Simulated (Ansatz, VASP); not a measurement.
## CuO in VASP and in Ansatz

File INCAR:

```
SYSTEM = CuO
ALGO     = Normal         ! electronic algorithm
EDIFF    = 1E-6           ! SCF threshold, eV
ENCUT    = 520            ! plane-wave cutoff, eV
GGA      = PS             ! functional
ISIF     = 2              ! what is computed and relaxed
ISMEAR   = -1             ! smearing method
LASPH    = .TRUE.         ! aspherical terms in the spheres
LCHARG   = .FALSE.        ! write CHGCAR
LREAL    = .FALSE.        ! projectors in reciprocal space
LWAVE    = .FALSE.        ! write WAVECAR
NBANDS   = 25             ! bands
NELM     = 60             ! most SCF steps
PREC     = Accurate       ! precision mode
SIGMA    = 0.05           ! smearing width, eV
```

KPOINTS

```
k-points
0
G
  10 10 5
  0 0 0
```

POSCAR

```
CuO
1.0
    2.2940437287     -1.6763657078      0.0000000000
    2.2940437287      1.6763657078      0.0000000000
   -0.8326750593      0.0000000000      4.9546185987
Cu O
2 2
Direct
    0.5000000000      0.0000000000      0.5000000000
    0.0000000000      0.5000000000      0.0000000000
    0.4184000000      0.5816000000      0.7500000000
    0.5816000000      0.4184000000      0.2500000000
```

File input.yaml:

```yaml
crystal:
  lattice:
    - [2.2940437287, -1.6763657078, 0.0]
    - [2.2940437287, 1.6763657078, 0.0]
    - [-0.8326750593, 0.0, 4.9546185987]
  atoms:
    - { symbol: Cu, position: [0.5, 0.0, 0.5] }
    - { symbol: Cu, position: [0.0, 0.5, 0.0] }
    - { symbol: O, position: [0.4184, 0.5816, 0.75] }
    - { symbol: O, position: [0.5816, 0.4184, 0.25] }
kpoints:
  mp_grid: { grid: [10, 10, 5] }
scf:
  occupations: { method: fermi_dirac, width: 0.05 }
hamiltonian:
  xc: pbesol
  pseudopotentials: { kind: all_electron, lapw: { basis_error: 0.001 } }
output:
  forces: true
  stress: true
  eigenvalues: true
```

Change from the starting cell: volume scaled by 0.94.

Alike in both runs: task single point; functional PBEsol; k mesh 10 × 10 × 5; occupations fermi-dirac, width 0.05 eV; no spin polarisation.

|  | VASP | Ansatz |
| --- | --- | --- |
| version | VASP 6.6.1 | Ansatz 0.2.0 |
| potentials or method | VASP PAW PBE potentials, release 64 (Cu, O), cutoff 520 eV | all-electron LAPW, scalar-relativistic |

VASP gave:

| Quantity | Value |
| --- | --- |
| gap on the k mesh at the Fermi level (eV) | none |
| pressure (GPa) | 10.6 |
| traceless stress, the component that is largest in VASP (GPa) | -2.28 |
| rms of the force components (eV/Å) | 0.044 |

Q: Which values does Ansatz return?

A: gap on the k mesh at the Fermi level (eV): none; pressure (GPa): 9.7; traceless stress, the component that is largest in VASP (GPa): -2.22; rms of the force components (eV/Å): 0.061.

VASP's potentials were made for PBE, not for PBEsol. Atom by atom the forces differ by 0.017 eV/Å (rms over components). A gap of «none» marks a metal or a gap that the smearing closes. Ansatz ran all-electron here, and VASP with PAW potentials.
